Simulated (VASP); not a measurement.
The system is GaN.

```
Ga N
1.0
     0.00000    2.28316    2.28316
     2.28316    0.00000    2.28316
     2.28316    2.28316    0.00000
Ga N
1 1
Direct
  0.00000 0.00000 0.00000
  0.25000 0.25000 0.25000
```

Program: VASP 6.6.1. Alike in all runs: task single point; no spin polarisation; cell as given; smearing fermi-dirac 0.05 eV.

Question: Order these runs on this cell by their band gap on the k mesh, lowest first.
A. level BLYP+D3(BJ); potentials or basis VASP PAW PBE potentials, release 64 (Ga_d, N_h); k mesh 10 × 10 × 10; cutoff (eV) 910; second run hard_potentials
B. level r2SCAN+D3(BJ); potentials or basis VASP PAW PBE potentials, release 64 (Ga_d, N); k mesh 10 × 10 × 10; cutoff (eV) 520
C. level B3LYP5; potentials or basis VASP PAW PBE potentials, release 64 (Ga_d, N); k mesh 5 × 5 × 5; cutoff (eV) 520; grid for exact exchange (PRECFOCK) Normal

Answer: A (1.55 eV), B (1.86 eV), C (3.12 eV).

Caveats: some runs use coarse meshes.
